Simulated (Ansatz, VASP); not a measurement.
Two plane-wave programs on Al

```
Al
1.0
     2.80980    0.00000    0.00000
    -1.40490    2.43336    0.00000
     0.00000    0.00000    4.78670
Al
2
Direct
  0.66667 0.33333 0.75000
  0.33333 0.66667 0.25000
```

Alike in both runs: task single point; functional PBEsol; k mesh 18 × 18 × 10; occupations gaussian, width 0.15 eV; no spin polarisation.

|  | VASP | Ansatz |
| --- | --- | --- |
| version | VASP 6.6.1 | Ansatz 0.2.0 |
| potentials or method | VASP PAW PBE potentials, release 64 (Al), cutoff 520 eV | scalar-relativistic, plane waves, PAW |
| valence electrons in the cell | 6 | 6 |

Ansatz gave:

```
gap on the k mesh at the Fermi level (eV)                     : none
pressure (GPa)                                                : -0.2
traceless stress, the component that is largest in VASP (GPa) : -0.72
```

Question: Estimate VASP's values.

Answer: gap on the k mesh at the Fermi level (eV): none; pressure (GPa): -0.1; traceless stress, the component that is largest in VASP (GPa): -0.73.

VASP's potentials were made for PBE, not for PBEsol, and Ansatz warns of the same on its side. A gap of «none» marks a metal or a gap that the smearing closes. The functional is the same, so the differences come from potentials, cutoffs and numerics.
